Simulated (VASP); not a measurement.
Input of a VASP 6.6.1 run:

Contents of INCAR:

```
  PREC = Accurate
  ENCUT = 600
  EDIFF = 1E-6
  ISMEAR = -1
  SIGMA = 0.05
  LREAL = F
  LASPH = T
  NELM = 100
  ALGO = Normal
  ISIF = 3
  LWAVE = F
  LCHARG = F
  GGA = PE
  IVDW = 12
  IBRION = 2
  NSW = 80
  EDIFFG = -0.01
```

File KPOINTS:

```
Automatic mesh
0
Gamma
  10 10 10
```

The input POSCAR:

```
TaN
1.0
    0.0000000000      2.2113230000      2.2113230000
    2.2113230000      0.0000000000      2.2113230000
    2.2113230000      2.2113230000      0.0000000000
Ta N
1 1
Direct
    0.5000000000      0.5000000000      0.5000000000
    0.0000000000      0.0000000000      0.0000000000
```

Potentials or basis: VASP PAW PBE potentials, release 64 (Ta_pv, N).

Run with:

```console
$ cat potpaw_PBE.64/Ta_pv/POTCAR potpaw_PBE.64/N/POTCAR > POTCAR
$ mpirun -np 1 vasp_std > vasp.out
```

**Question.** Estimate the relaxed volume.

**Answer.** 10.56 Å³/atom.

**Question.** Predict the space group after relaxing (to 0.1 Å).

**Answer.** Fm-3m (No. 225).

**Question.** Predict the dispersion energy per atom.

**Answer.** -0.476 eV.

The path:
```tsv
step	energy change (eV)	largest force (eV/Å)	pressure (GPa)	volume (Å³)
1	0.0000	0.0000	-7.88	21.63
2	0.0578	0.0000	21.36	20.00
3	-0.0128	0.0000	-0.13	21.13
```
